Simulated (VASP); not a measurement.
# Pb in VASP: notebook

Runs on Pb. Level: PBE. Tasks: electric field gradients.

Program: VASP 6.6.1. These are calculated values, not measurements. Logs are shortened: lines on timing, memory, paths and dates and some standing lists are left out, and cuts for length are marked.

### 1 The cell of the first run

Symmetry: Fd-3m, No. 227, cubic system. Conventional cell: a = 6.901 Å, b = 6.901 Å, c = 6.901 Å, α = 90.00°, β = 90.00°, γ = 90.00°. Pb (site symmetry -43m) has 4 Pb at 2.99 Å within 3.9 Å.

### 2 Electric field gradients, PBE (volume scaled by 1.01)

INCAR

```
SYSTEM = Pb
ALGO = Normal
EDIFF = 1E-8
ENCUT = 520
GGA = PE
ISIF = 2
ISMEAR = -1
LASPH = .TRUE.
LCHARG = .FALSE.
LEFG = .TRUE.
LREAL = .FALSE.
LWAVE = .FALSE.
NBANDS = 21
NELM = 100
PREC = Accurate
SIGMA = 0.05
```

KPOINTS

```
k-points
0
G
  8 8 8
  0 0 0
```

POSCAR

```
Pb
1.0
    0.0000000000      3.4504253888      3.4504253888
    3.4504253888      0.0000000000      3.4504253888
    3.4504253888      3.4504253888      0.0000000000
Pb
2
Direct
    0.0000000000      0.0000000000      0.0000000000
    0.2500000000      0.2500000000      0.2500000000
```

Potentials or basis: VASP PAW PBE potentials, release 64 (Pb_d).

Launch:

```
$ cat potpaw_PBE.64/Pb_d/POTCAR > POTCAR
$ mpirun -np 1 vasp_std > vasp.out
```

OUTCAR:

```text
SYSTEM = Pb
   EDIFF = 1E-8
   ENCUT = 520
   GGA = PE
   ISIF = 2
   ISMEAR = -1
   LASPH = .TRUE.
   LREAL = .FALSE.
   NELM = 100
   PREC = Accurate

 ion  position               nearest neighbor table
   1  0.000  0.000  0.000-   2 2.99   2 2.99   2 2.99   2 2.99
   2  0.250  0.250  0.250-   1 2.99   1 2.99   1 2.99   1 2.99

  LATTYP: Found a face centered cubic cell.
 ALAT       =     6.9008507776

  Lattice vectors:

 A1 = (   0.0000000000,   3.4504253888,   3.4504253888)
 A2 = (   3.4504253888,   0.0000000000,   3.4504253888)
 A3 = (   3.4504253888,   3.4504253888,   0.0000000000)

Analysis of symmetry for initial positions (statically):
=====================================================================
 Subroutine PRICEL returns:
 Original cell was already a primitive cell.

 Routine SETGRP: Setting up the symmetry group for a
 face centered cubic supercell.

 Subroutine GETGRP returns: Found 48 space group operations
 (whereof 24 operations were pure point group operations)
 out of a pool of 48 trial point group operations.

The static configuration has the point symmetry T_d .
 The point group associated with its full space group is O_h .

Analysis of symmetry for dynamics (positions and initial velocities):
=====================================================================
 Subroutine PRICEL returns:
 Original cell was already a primitive cell.

 Routine SETGRP: Setting up the symmetry group for a
 face centered cubic supercell.

 Subroutine GETGRP returns: Found 48 space group operations
 (whereof 24 operations were pure point group operations)
 out of a pool of 48 trial point group operations.

The dynamic configuration has the point symmetry T_d .
 The point group associated with its full space group is O_h .

 Subroutine INISYM returns: Found 48 space group operations
 (whereof 24 operations are pure point group operations),
 and found     1 'primitive' translations

----------------------------------------------------------------------------------------

                                     Primitive cell

  volume of cell :      82.1576

  direct lattice vectors                    reciprocal lattice vectors
     0.000000000  3.450425389  3.450425389    -0.144909669  0.144909669  0.144909669
     3.450425389  0.000000000  3.450425389     0.144909669 -0.144909669  0.144909669
     3.450425389  3.450425389  0.000000000     0.144909669  0.144909669 -0.144909669

  length of vectors
     4.879638381  4.879638381  4.879638381     0.250990909  0.250990909  0.250990909

  position of ions in fractional coordinates (direct lattice)
     0.000000000  0.000000000  0.000000000
     0.250000000  0.250000000  0.250000000

  ion indices of the primitive-cell ions
   primitive index   ion index
                 1           1
                 2           2

----------------------------------------------------------------------------------------

 KPOINTS: k-points

Automatic generation of k-mesh.
 Grid dimensions read from file:
 generate k-points for:    8    8    8

 Generating k-lattice:

  Cartesian coordinates                     Fractional coordinates (reciprocal lattice)
    -0.018113709  0.018113709  0.018113709     0.125000000  0.000000000  0.000000000
     0.018113709 -0.018113709  0.018113709     0.000000000  0.125000000  0.000000000
     0.018113709  0.018113709 -0.018113709     0.000000000  0.000000000  0.125000000

  Length of vectors
     0.031373864  0.031373864  0.031373864

  Shift w.r.t. Gamma in fractional coordinates (k-lattice)
     0.000000000  0.000000000  0.000000000

 Subroutine IBZKPT returns following result:
 ===========================================

 Found     29 irreducible k-points:

 Following reciprocal coordinates:
            Coordinates               Weight
  0.000000  0.000000  0.000000      1.000000
  0.125000  0.000000  0.000000      8.000000
  0.250000  0.000000  0.000000      8.000000
  0.375000  0.000000  0.000000      8.000000
  0.500000  0.000000  0.000000      4.000000
  0.125000  0.125000  0.000000      6.000000
[... 16 lines left out ...]
  0.500000  0.250000  0.125000     48.000000
 -0.375000  0.250000  0.125000     24.000000
 [... further k-points ...]
   k-points           NKPTS =     29   k-points in BZ     NKDIM =     29   number of bands    NBANDS=     21
   number of dos      NEDOS =    301   number of ions     NIONS =      2
   total plane-waves  NPLWV =  46656
   dimension x,y,z NGX =    36 NGY =   36 NGZ =   36
   dimension x,y,z NGXF=    72 NGYF=   72 NGZF=   72
   ions per type =               2
   NGX,Y,Z   is equivalent  to a cutoff of  12.26, 12.26, 12.26 a.u.
   NGXF,Y,Z  is equivalent  to a cutoff of  24.53, 24.53, 24.53 a.u.
 SYSTEM =  Pb
   PREC   = accura    normal or accurate (medium, high low for compatibility)
   ISTART =      0    job   : 0-new  1-cont  2-samecut
   ICHARG =      2    charge: 1-file 2-atom 10-const
   ISPIN  =      1    spin polarized calculation?
   LNONCOLLINEAR =      F non collinear calculations
   LSORBIT =      F    spin-orbit coupling
   LASPH  =      T    aspherical Exc in radial PAW
   ENCUT  =  520.0 eV  38.22 Ry    6.18 a.u.   9.07  9.07  9.07*2*pi/ulx,y,z
   NELM   =    100;   NELMIN=  2; NELMDL= -5     # of ELM steps
   EDIFF  = 0.1E-07   stopping-criterion for ELM
   LREAL  =      F    real-space projection
   EDIFFG = 0.1E-06   stopping-criterion for IOM
   NSW    =      0    number of steps for IOM
   IBRION =     -1    ionic relax: 0-MD 1-quasi-New 2-CG
   NFREE  =      0    steps in history (QN), initial steepest desc. (CG)
   ISIF   =      2    stress and relaxation
   ISYM   =      2    0-nonsym 1-usesym 2-fastsym
   POTIM  = 0.5000    time-step for ionic-motion
   TEBEG  =    0.0;   TEEND  =   0.0 temperature during run
   PSTRESS=    0.0 pullay stress
   NELECT =      28.0000    total number of electrons
   NUPDOWN=      -1.0000    fix difference up-down
   EMIN   =  10.00;   EMAX   =-10.00  energy-range for DOS
   EFERMI =   0.00;   METHOD = LEGACY
   ISMEAR =    -1;   SIGMA  =   0.05  broadening in eV -4-tet -1-fermi 0-gaus
   EFERMI_NEDOS =   21; number of points for ismear=-14 and -15
   IALGO  =     38    algorithm
   IMIX   =      4    mixing-type and parameters
     AMIX     =   0.40;   BMIX     =  1.00
     AMIX_MAG =   1.60;   BMIX_MAG =  1.00
  volume/ion in A,a.u.               =      41.08       277.21
  Fermi-wavevector in a.u.,A,eV,Ry     =   1.143523  2.160945 17.791585  1.307645
  Thomas-Fermi vector in A             =   2.280218
   LORBIT       =      0    0 simple, 1 ext, 2 COOP (PROOUT), +10 PAW based schemes
   GGA     = PE    functional components
   LHFCALC =     F    Hartree Fock is set to
   AEXX    =    0.0000 exact exchange contribution
   IVDW    =     0    specifies the selected vdW correction
   LEPSILON=     F    determine dielectric tensor
   LRPA    =     F    only Hartree local field effects (RPA)
 non-spin polarized calculation
  energy-cutoff  :      520.00
  volume of cell :       82.16
 maximum number of plane-waves:      2229
   NGX = 19   NGY = 19   NGZ = 19

 number of electron      27.9999995 magnetization

 Free energy of the ion-electron system (eV)
  ---------------------------------------------------
  ext. energy  EPLUGINS =         0.00000000
  ---------------------------------------------------
  free energy    TOTEN  =        -6.57695724 eV

  energy without entropy =       -6.57281739  energy(sigma->0) =       -6.57488732

 E-fermi :   4.3067     XC(G=0):  -8.3826

 val. band max:        4.0045827032   @ k =   0.1250   0.1250   0.0000
 cond. band min:       4.3205235486   @ k =  -0.1250   0.1250   0.0000
 fundamental gap:      0.3159408453
 Fermi energy:         4.3066507109

 k-point     1 :       0.0000    0.0000    0.0000
  band No.  band energies     occupation
      1     -12.9261      2.00000
      2     -12.9261      2.00000
      3     -12.9261      2.00000
      4     -12.8515      2.00000
      5     -12.8515      2.00000
      6     -12.4321      2.00000
[... 13 lines left out ...]
     20      12.2402      0.00000
     21      12.2402      0.00000

 k-point     2 :       0.1250    0.0000    0.0000
  band No.  band energies     occupation
      1     -12.9411      2.00000
      2     -12.9411      2.00000
      3     -12.9226      2.00000
      4     -12.8301      2.00000
      5     -12.8301      2.00000
      6     -12.4581      2.00000
[... 13 lines left out ...]
     20      11.5603      0.00000
     21      11.5603      0.00000

 k-point     3 :       0.2500    0.0000    0.0000
  band No.  band energies     occupation
      1     -12.9605      2.00000
      2     -12.9605      2.00000
      3     -12.9139      2.00000
      4     -12.7969      2.00000
      5     -12.7969      2.00000
      6     -12.4869      2.00000
[... 13 lines left out ...]
     20      11.3656      0.00000
     21      11.3656      0.00000

 k-point     4 :       0.3750    0.0000    0.0000
  band No.  band energies     occupation
      1     -12.9708      2.00000
      2     -12.9708      2.00000
      3     -12.9047      2.00000
      4     -12.7758      2.00000
      5     -12.7758      2.00000
      6     -12.5024      2.00000
[... 13 lines left out ...]
     20      11.9595      0.00000
     21      11.9595      0.00000

 k-point     5 :       0.5000    0.0000    0.0000
  band No.  band energies     occupation
      1     -12.9735      2.00000
      2     -12.9735      2.00000
      3     -12.9008      2.00000
      4     -12.7698      2.00000
      5     -12.7698      2.00000
      6     -12.5061      2.00000
[... 13 lines left out ...]
     20      12.1606      0.00000
     21      12.6511      0.00000
[... 382 lines left out ...]
     20      12.3963      0.00000
     21      14.4765      0.00000

 k-point    22 :       0.3750    0.2500    0.1250
  band No.  band energies     occupation
      1     -12.9803      2.00000
      2     -12.9768      2.00000
      3     -12.8985      2.00000
      4     -12.7817      2.00000
      5     -12.7289      2.00000
      6     -12.5927      2.00000
[... 13 lines left out ...]
     20      11.5590      0.00000
     21      12.2703      0.00000

 k-point    23 :       0.5000    0.2500    0.1250
  band No.  band energies     occupation
      1     -13.0037      2.00000
      2     -12.9886      2.00000
      3     -12.8595      2.00000
      4     -12.7523      2.00000
      5     -12.7038      2.00000
      6     -12.6124      2.00000
[... 13 lines left out ...]
     20      11.6689      0.00000
     21      12.6953      0.00000

 k-point    24 :      -0.3750    0.2500    0.1250
  band No.  band energies     occupation
      1     -13.0136      2.00000
      2     -12.9914      2.00000
      3     -12.8413      2.00000
      4     -12.7307      2.00000
      5     -12.7064      2.00000
      6     -12.6063      2.00000
[... 13 lines left out ...]
     20      12.1549      0.00000
     21      12.8671      0.00000

 [... further k-points ...]
[... 5 lines left out ...]
  --------------------------------------------------------------------------------------
  -------------------------------------------------------------------------------------
  Total        1.0023345      1.0023345      1.0023345      0.0000000      0.0000000      0.0000000
  in kB       19.5467861     19.5467861     19.5467861      0.0000000      0.0000000      0.0000000
  external PRESSURE =      19.5467861 kB  Pullay stress =       0.0000000 kB

 VOLUME and BASIS-vectors are now :
 -----------------------------------------------------------------------------
  energy-cutoff  :      520.00
  volume of cell :       82.16
      direct lattice vectors                 reciprocal lattice vectors
     0.000000000  3.450425389  3.450425389    -0.144909669  0.144909669  0.144909669
     3.450425389  0.000000000  3.450425389     0.144909669 -0.144909669  0.144909669
     3.450425389  3.450425389  0.000000000     0.144909669  0.144909669 -0.144909669

 POSITION                                       TOTAL-FORCE (eV/Angst)
 -----------------------------------------------------------------------------------
      0.00000      0.00000      0.00000         0.000000      0.000000      0.000000
      1.72521      1.72521      1.72521        -0.000000     -0.000000     -0.000000
 -----------------------------------------------------------------------------------
    total drift:                                0.000000      0.000000      0.000000

  FREE ENERGIE OF THE ION-ELECTRON SYSTEM (eV)
  ---------------------------------------------------
  free  energy   TOTEN  =        -6.5769572375 eV

  energy  without entropy=       -6.5728173949  energy(sigma->0) =       -6.57488732

 Electric field gradients (V/A^2)
---------------------------------------------------------------------
 ion       V_xx      V_yy      V_zz      V_xy      V_xz      V_yz
---------------------------------------------------------------------
   1       0.000    -0.000     0.000     0.000     0.000     0.000
   2       0.000    -0.000     0.000     0.000     0.000     0.000
---------------------------------------------------------------------

 Electric field gradients after diagonalization (V/A^2)
 (convention: |V_zz| > |V_xx| > |V_yy|)
----------------------------------------------------------------------
 ion       V_xx      V_yy      V_zz     asymmetry (V_yy - V_xx)/ V_zz
----------------------------------------------------------------------
   1      -0.000    -0.000     0.001       0.000
   2      -0.000    -0.000     0.001       0.000
----------------------------------------------------------------------

           NMR quadrupolar parameters

 Cq : quadrupolar parameter    Cq=e*Q*V_zz/h
 eta: asymmetry parameters     (V_yy - V_xx)/ V_zz
 Q  : nuclear electric quadrupole moment in mb (millibarn)
----------------------------------------------------------------------
 ion       Cq(MHz)       eta       Q (mb)
----------------------------------------------------------------------
   1       0.000       0.000       1.000
   2       0.000       0.000       1.000
----------------------------------------------------------------------
```

Run time: 18 s. Hardware: 1 thread of Intel Xeon 6975P-C (Granite Rapids), shared host; peak memory 0.21 GiB.

What came out:

- Free energy: -6.5770 eV
- Pressure: 2.0 GPa
- Band gap on the k mesh: zero (band 14 reaches 4.65 eV, above the bottom of band 15 at 3.52 eV)

Levels at points of the mesh, in eV from the Fermi level:
| k point | band 11 | band 12 | band 13 | band 14 | band 15 | band 16 | band 17 | band 18 |
| --- | --- | --- | --- | --- | --- | --- | --- | --- |
| (0.00, 0.00, 0.00) | -11.14 | -4.03 | 0.34 | 0.34 | 0.34 | 2.35 | 2.35 | 2.35 |
| (0.50, 0.00, 0.00) | -9.81 | -7.14 | -1.01 | -0.79 | -0.79 | 3.46 | 3.46 | 5.41 |
| (0.50, 0.50, 0.00) | -8.52 | -8.52 | -2.00 | -2.00 | 0.81 | 0.81 | 7.06 | 7.06 |

Caveat: without QUAD_EFG the Cq values of the log hold for a quadrupole moment of 1 mb, not for the nuclei; spin-orbit coupling is left out, which moves the levels of the heavy elements.

[end of part 1 of 3]
